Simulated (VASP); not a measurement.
# MgW (P2/c) in VASP: single point with PBEsol

Aim: the single point of MgW with PBEsol.

Everything below comes from runs of VASP 6.6.1. Logs are shortened: lines on timing, memory, paths and dates and some standing lists are left out, and cuts for length are marked.

### 1 The cell of the first run

It takes space group P2/c (No. 13, monoclinic). The conventional cell has a = 4.638 Å, b = 5.609 Å, c = 4.876 Å, α = 90.00°, β = 90.33°, γ = 90.00°. Within 3.4 Å of W (site symmetry 2) lie 2 W at 2.58 Å and 2 Mg at 2.83 Å. Mg (site symmetry 2) has 6 W at 2.83 to 3.46 Å and 2 Mg at 3.40 Å within 3.7 Å.

### 2 Single point, PBEsol

The input, INCAR:

```
SYSTEM = MgW
PREC     = Accurate       ! precision mode
ENCUT    = 520            ! plane-wave cutoff, eV
EDIFF    = 1E-7           ! SCF threshold, eV
ISMEAR   = -1             ! smearing method
SIGMA    = 0.1244         ! smearing width, eV
LREAL    = .FALSE.        ! projectors in reciprocal space
LASPH    = .TRUE.         ! aspherical terms in the spheres
NELM     = 100            ! most SCF steps
ALGO     = Normal         ! electronic algorithm
ISIF     = 2              ! what is computed and relaxed
LWAVE    = .FALSE.        ! write WAVECAR
LCHARG   = .TRUE.         ! write CHGCAR
GGA      = PS             ! functional
LELF     = .TRUE.         ! ELF
LVHAR    = .TRUE.       
NBANDS   = 24             ! bands
```

The input, KPOINTS:

```
regular mesh
0
G
  5 5 5
  0 0 0
```

The input, POSCAR:

```
MgW
1.0
    4.6381400000      0.0000000000      0.0000000000
    0.0000000000      5.6093740000      0.0000000000
    0.0280870000      0.0000000000      4.8759140000
W Mg
2 2
Direct
    0.0000000000      0.0761125928      0.2500000000
    0.0000000000      0.9238874072      0.7500000000
    0.5000000000      0.7881827565      0.2500000000
    0.5000000000      0.2118172435      0.7500000000
```

Potentials or basis: VASP PAW PBE potentials, release 64 (W_sv, Mg).

The run is started by

```console
cat potpaw_PBE.64/W_sv/POTCAR potpaw_PBE.64/Mg/POTCAR > POTCAR
mpirun -np 1 vasp_std > vasp.out
```

OUTCAR:

```text
SYSTEM = MgW
   PREC = Accurate
   ENCUT = 520
   EDIFF = 1E-7
   ISMEAR = -1
   LREAL = .FALSE.
   LASPH = .TRUE.
   NELM = 100
   ISIF = 2
   GGA = PS

 ion  position               nearest neighbor table
   1  0.000  0.076  0.250-   2 2.58   2 2.58   3 2.83   3 2.83   4 3.44   4 3.44   4 3.46   4 3.46

   2  0.000  0.924  0.750-   1 2.58   1 2.58   4 2.83   4 2.83   3 3.44   3 3.44   3 3.46   3 3.46

   3  0.500  0.788  0.250-   1 2.83   1 2.83   4 3.40   4 3.40   2 3.44   2 3.44   2 3.46   2 3.46

   4  0.500  0.212  0.750-   2 2.83   2 2.83   3 3.40   3 3.40   1 3.44   1 3.44   1 3.46   1 3.46

  LATTYP: Found a simple monoclinic cell.
 ALAT       =     4.6381400000
 B/A-ratio  =     1.2094016136
 C/A-ratio  =     1.0512823880
 COS(beta)  =    -0.0057602603

  Lattice vectors:

 A1 = (   4.6381400000,   0.0000000000,   0.0000000000)
 A2 = (   0.0000000000,  -5.6093740000,   0.0000000000)
 A3 = (  -0.0280870000,   0.0000000000,  -4.8759140000)

Analysis of symmetry for initial positions (statically):
=====================================================================
 Subroutine PRICEL returns:
 Original cell was already a primitive cell.

 Routine SETGRP: Setting up the symmetry group for a
 simple monoclinic supercell.

 Subroutine GETGRP returns: Found  4 space group operations
 (whereof  2 operations were pure point group operations)
 out of a pool of  4 trial point group operations.

The static configuration has the point symmetry S_2 .
 The point group associated with its full space group is C_2h.

Analysis of symmetry for dynamics (positions and initial velocities):
=====================================================================
 Subroutine PRICEL returns:
 Original cell was already a primitive cell.

 Routine SETGRP: Setting up the symmetry group for a
 simple monoclinic supercell.

 Subroutine GETGRP returns: Found  4 space group operations
 (whereof  2 operations were pure point group operations)
 out of a pool of  4 trial point group operations.

The dynamic configuration has the point symmetry S_2 .
 The point group associated with its full space group is C_2h.

 Subroutine INISYM returns: Found  4 space group operations
 (whereof  2 operations are pure point group operations),
 and found     1 'primitive' translations
[... 92 lines left out ...]
   ICHARG =      2    charge: 1-file 2-atom 10-const
   ISPIN  =      1    spin polarized calculation?
   LNONCOLLINEAR =      F non collinear calculations
   LSORBIT =      F    spin-orbit coupling
   LASPH  =      T    aspherical Exc in radial PAW
   ENCUT  =  520.0 eV  38.22 Ry    6.18 a.u.   8.62 10.43  9.07*2*pi/ulx,y,z
   NELM   =    100;   NELMIN=  2; NELMDL= -5     # of ELM steps
   EDIFF  = 0.1E-06   stopping-criterion for ELM
   LREAL  =      F    real-space projection
   EDIFFG = 0.1E-05   stopping-criterion for IOM
   NSW    =      0    number of steps for IOM
   IBRION =     -1    ionic relax: 0-MD 1-quasi-New 2-CG
   NFREE  =      0    steps in history (QN), initial steepest desc. (CG)
   ISIF   =      2    stress and relaxation
   ISYM   =      2    0-nonsym 1-usesym 2-fastsym
   POTIM  = 0.5000    time-step for ionic-motion
   TEBEG  =    0.0;   TEEND  =   0.0 temperature during run
   PSTRESS=    0.0 pullay stress
   NELECT =      32.0000    total number of electrons
   NUPDOWN=      -1.0000    fix difference up-down
   EMIN   =  10.00;   EMAX   =-10.00  energy-range for DOS
   EFERMI =   0.00;   METHOD = LEGACY
   ISMEAR =    -1;   SIGMA  =   0.12  broadening in eV -4-tet -1-fermi 0-gaus
   EFERMI_NEDOS =   21; number of points for ismear=-14 and -15
   IALGO  =     38    algorithm
   IMIX   =      4    mixing-type and parameters
     AMIX     =   0.40;   BMIX     =  1.00
     AMIX_MAG =   1.60;   BMIX_MAG =  1.00
  volume/ion in A,a.u.               =      31.71       214.02
  Fermi-wavevector in a.u.,A,eV,Ry     =   1.034396  1.954725 14.557888  1.069975
  Thomas-Fermi vector in A             =   2.168689
   LORBIT       =      0    0 simple, 1 ext, 2 COOP (PROOUT), +10 PAW based schemes
   GGA     = PS    functional components
   LHFCALC =     F    Hartree Fock is set to
   AEXX    =    0.0000 exact exchange contribution
   IVDW    =     0    specifies the selected vdW correction
   LEPSILON=     F    determine dielectric tensor
   LRPA    =     F    only Hartree local field effects (RPA)
 non-spin polarized calculation
  energy-cutoff  :      520.00
  volume of cell :      126.86
 maximum number of plane-waves:      3446
   NGX = 17   NGY = 21   NGZ = 19

 number of electron      32.0000009 magnetization

 Free energy of the ion-electron system (eV)
  ---------------------------------------------------
  ext. energy  EPLUGINS =         0.00000000
  ---------------------------------------------------
  free energy    TOTEN  =       -23.52281603 eV

  energy without entropy =      -23.28936969  energy(sigma->0) =      -23.40609286

 E-fermi :   1.9819     XC(G=0):  -8.5217

 val. band max:        1.9717583965   @ k =   0.2000   0.0000   0.4000
 cond. band min:       1.9953705748   @ k =   0.0000   0.4000   0.0000
 fundamental gap:      0.0236121783
 Fermi energy:         1.9819406447

 k-point     1 :       0.0000    0.0000    0.0000
  band No.  band energies     occupation
      1     -71.8590      2.00000
      2     -71.7425      2.00000
      3     -36.5057      2.00000
      4     -36.0640      2.00000
      5     -36.0522      2.00000
      6     -36.0497      2.00000
[... 637 lines left out ...]
     23       5.3885      0.00000
     24       5.6376      0.00000

 [... further k-points ...]

------------------------ aborting loop because EDIFF is reached ----------------------------------------

  FORCE on cell =-STRESS in cart. coord.  units (eV):
  Direction    XX          YY          ZZ          XY          YZ          ZX
  --------------------------------------------------------------------------------------
  -------------------------------------------------------------------------------------
  Total       -5.7979585     -4.4533281    -16.1627367      0.0000000      0.0000000     -0.0886376
  in kB      -73.2270263    -56.2446204   -204.1320485      0.0000000      0.0000000     -1.1194751
  external PRESSURE =    -111.2012317 kB  Pullay stress =       0.0000000 kB

 VOLUME and BASIS-vectors are now :
 -----------------------------------------------------------------------------
  energy-cutoff  :      520.00
  volume of cell :      126.86
      direct lattice vectors                 reciprocal lattice vectors
     4.638140000  0.000000000  0.000000000     0.215603669  0.000000000 -0.001241954
     0.000000000  5.609374000  0.000000000     0.000000000  0.178273012  0.000000000
     0.028087000  0.000000000  4.875914000     0.000000000  0.000000000  0.205089753

 POSITION                                       TOTAL-FORCE (eV/Angst)
 -----------------------------------------------------------------------------------
      0.00702      0.42694      1.21898        -0.000000      0.025639     -0.000000
      0.02107      5.18243      3.65694         0.000000     -0.025639      0.000000
      2.32609      4.42121      1.21898         0.000000      0.008344     -0.000000
      2.34014      1.18816      3.65694         0.000000     -0.008344      0.000000
 -----------------------------------------------------------------------------------
    total drift:                                0.000000      0.000000      0.000000

  FREE ENERGIE OF THE ION-ELECTRON SYSTEM (eV)
  ---------------------------------------------------
  free  energy   TOTEN  =       -23.5228160309 eV

  energy  without entropy=      -23.2893696880  energy(sigma->0) =      -23.40609286
```

OSZICAR:

```text
N       E                     dE             d eps       ncg     rms          rms(c)
DAV:   1     0.273460553858E+03    0.27346E+03   -0.17780E+04  2176   0.120E+03
DAV:   2    -0.141348407939E+02   -0.28760E+03   -0.27400E+03  2192   0.339E+02
DAV:   3    -0.251111706512E+02   -0.10976E+02   -0.10185E+02  2512   0.631E+01
DAV:   4    -0.253671541369E+02   -0.25598E+00   -0.25532E+00  1944   0.986E+00
DAV:   5    -0.253717342314E+02   -0.45801E-02   -0.45786E-02  2384   0.145E+00    0.158E+01
DAV:   6    -0.238290069373E+02    0.15427E+01   -0.22551E+00  1976   0.106E+01    0.536E+00
DAV:   7    -0.235410570011E+02    0.28795E+00   -0.70276E-01  2216   0.486E+00    0.872E-01
DAV:   8    -0.235275266912E+02    0.13530E-01   -0.36047E-02  2224   0.155E+00    0.435E-01
DAV:   9    -0.235229615596E+02    0.45651E-02   -0.97865E-03  2192   0.965E-01    0.217E-01
DAV:  10    -0.235228671716E+02    0.94388E-04   -0.73713E-04  2144   0.297E-01    0.123E-01
DAV:  11    -0.235228135314E+02    0.53640E-04   -0.20924E-04  2280   0.162E-01    0.344E-02
DAV:  12    -0.235228161567E+02   -0.26253E-05   -0.24659E-05  1992   0.393E-02    0.539E-03
DAV:  13    -0.235228161564E+02    0.24829E-09   -0.11205E-06  2256   0.792E-03    0.389E-03
DAV:  14    -0.235228160322E+02    0.12420E-06   -0.19057E-07  1440   0.704E-03    0.673E-04
DAV:  15    -0.235228160309E+02    0.13779E-08   -0.39363E-08  1104   0.157E-03
   1 F= -.23522816E+02 E0= -.23406093E+02  d E =-.233446E+00
```

stdout:

```text
POSCAR found type information on POSCAR W Mg
 POSCAR found :  2 types and       4 ions
 scaLAPACK will be used
 -----------------------------------------------------------------------------
|                                                                             |
|                                                                             |
|     You enforced a specific xc type in the INCAR file but a different       |
|     I HOPE YOU KNOW WHAT YOU ARE DOING!                                     |
|                                                                             |
 -----------------------------------------------------------------------------

 LDA part: xc-table for (Slater+PW92), standard interpolation
 POSCAR, INCAR and KPOINTS ok, starting setup
 FFT: planning ... GRIDC
 FFT: planning ... GRID_SOFT
 FFT: planning ... GRID
 WAVECAR not read
 entering main loop
```

It took 54 s on 1 thread of Intel Xeon Platinum 8488C (Sapphire Rapids), shared host; peak memory 0.29 GiB.

What came out:

| Property | Result |
| --- | --- |
| Free energy | -23.5228 eV |
| Pressure | -11.1 GPa |
| Largest force | 0.026 eV/Å |
| Band gap on the k mesh | zero (band 16 reaches 2.05 eV, above the bottom of band 17 at 1.72 eV) |

Forces on the atoms (eV/Å):
```
W    0.000  0.026  0.000
W    0.000 -0.026  0.000
Mg   0.000  0.008  0.000
Mg   0.000 -0.008  0.000
```

Levels at points of the mesh, in eV from the Fermi level:
| k point | band 14 | band 15 | band 16 | band 17 | band 18 | band 19 |
| --- | --- | --- | --- | --- | --- | --- |
| (0.00, 0.00, 0.00) | -0.62 | -0.43 | -0.41 | 0.04 | 0.61 | 1.40 |

Caveat: the PAW data sets were made with another functional, which shifts forces and pressure a little; spin-orbit coupling is left out, which moves the levels of the heavy elements.
